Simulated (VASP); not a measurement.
Wanted: the native input for a VASP 6.6.1 run.

- Task: single point
- Functional: PBE
- Potentials or basis: VASP PAW PBE potentials, release 64 (O)
- Cutoff: 520 eV
- k mesh: 10 × 10 × 8
- Occupations: fermi-dirac, width 0.05 eV
- Spin: collinear spin, zero start
- Starting moments: [0.0, 0.0] μB
- Fixed moment: 0 μB
- Dipole correction: no
- Further INCAR settings: ALGO = Normal; EDIFF = 1e-06; NBANDS = 17

The structure of O lies in POSCAR:

```
O
1.0
    2.8514028533     -1.6624159400      0.0000000000
    2.8514028533      1.6624159400      0.0000000000
   -2.3944914034      0.0000000000      3.6470501824
O
2
Direct
    0.0254538300      0.0254538300      0.1555740200
    0.9745461700      0.9745461700      0.8444259800
```

The input as run:

INCAR

```
SYSTEM = O
ALGO = Normal
EDIFF = 1E-6
ENCUT = 520
GGA = PE
ISIF = 2
ISMEAR = -1
ISPIN = 2
LASPH = .TRUE.
LCHARG = .FALSE.
LORBIT = 11
LREAL = .FALSE.
LWAVE = .FALSE.
MAGMOM = 0 0
NBANDS = 17
NELM = 150
NUPDOWN = 0.0
PREC = Accurate
SIGMA = 0.05
```

KPOINTS

```
k-points
0
G
  10 10 8
  0 0 0
```

Potentials or basis: VASP PAW PBE potentials, release 64 (O).

Launch:

```console
$ cat potpaw_PBE.64/O/POTCAR > POTCAR
$ mpirun -np 1 vasp_std > vasp.out
```

Results of the run:

```yaml
Pressure: -0.2 GPa
Largest_force: 0.855 eV/Å
Net_moment: 0.00 μB per cell
Valence_electrons_inside_the_program's_atomic_spheres: O 4.89
```

Caveat: the standard files for N, O and F lose accuracy on very short bonds; the stress differs along the axes, from -3 to 2 GPa; this functional lacks dispersion, which holds the molecules together, so the pressure and a relaxed volume are unreliable; the total moment is fixed, so each spin has its own Fermi level.

It took 2.4 min on 1 thread of AMD EPYC 9R45 (Zen 5) (shared host), peak memory 0.26 GiB.
